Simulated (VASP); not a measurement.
The system is Ca.

```
CELL_PARAMETERS angstrom
0.00000 2.79420 2.79420
2.79420 0.00000 2.79420
2.79420 2.79420 0.00000
ATOMIC_POSITIONS crystal
Ca 0.00000 0.00000 0.00000
```

Base run:

```yaml
Program: VASP 6.6.1
Functional: r2SCAN
Potentials_or_basis: VASP PAW PBE potentials, release 64 (Ca_sv)
Cutoff: 440 eV
k_mesh: 11 × 11 × 11
Occupations: fermi-dirac, width 0.08 eV
Spin: no spin polarisation
```

Its results: band gap on the k mesh zero (bands 5 and 6 overlap by 0.44 eV); pressure -0.1 GPa.

Question: After a change of settings the same cell gave: band gap on the k mesh zero (bands 5 and 6 overlap by 0.30 eV); pressure -1.1 GPa. Which change was it?
A. cutoff from 440 eV to 550 eV; further incar settings from ALGO = Normal; EDIFF = 1e-08; NBANDS = 11 to ALGO = Normal; EDIFF = 1e-06; NBANDS = 11
B. functional from r2SCAN to PBEsol; cutoff from 440 eV to 400 eV
C. functional from r2SCAN to LDA; potentials or basis from VASP PAW PBE potentials, release 64 (Ca_sv) to VASP PAW LDA potentials, release 64 (Ca_sv); cutoff from 440 eV to 400 eV

Answer: B.

Caveats: the PAW data sets were made with another functional, which shifts forces and pressure a little.
